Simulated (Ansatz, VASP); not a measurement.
# One calculation of Zr3Sb4, two programs

```
Zr Sb
1.0
     6.29021    0.00000    0.00000
     0.00000    6.29021    0.00000
     0.00000    0.00000    6.29021
Zr Sb
3 4
Cartesian
  0.0000 0.0000 3.1451
  3.1451 0.0000 0.0000
  0.0000 3.1451 0.0000
  1.7263 4.5639 1.7263
  4.5639 1.7263 1.7263
  1.7263 1.7263 4.5639
  4.5639 4.5639 4.5639
```

Change from the starting cell: species swapped into the Sn3As4 type (P-43m, No. 215).

Alike in both runs: task relaxation of cell and atoms; functional PBE; k mesh 4 × 4 × 4; occupations gaussian, width 0.02 eV; no spin polarisation.

|  | VASP | Ansatz |
| --- | --- | --- |
| version | VASP 6.6.1 | Ansatz 0.2.0 |
| potentials or method | VASP PAW PBE potentials, release 64 (Zr_sv, Sb), cutoff 600 eV | scalar-relativistic, plane waves, PAW |
| valence electrons in the cell | 56 | 96 |

VASP gave:

* gap on the k mesh at the Fermi level, each at its own relaxed structure (eV): 0.70
* relaxed volume (Å³/atom): 35.61
* relaxed cell length with the largest relative difference (Å): 6.294

Q: What did Ansatz give for the same quantities?

A: gap on the k mesh at the Fermi level, each at its own relaxed structure (eV): 0.71; relaxed volume (Å³/atom): 35.55; relaxed cell length with the largest relative difference (Å): 6.290.

VASP's potentials hold 56 valence electrons a cell and Ansatz's 96, so a difference there can come from the potentials and not from the codes.

Spin-orbit coupling is off throughout.
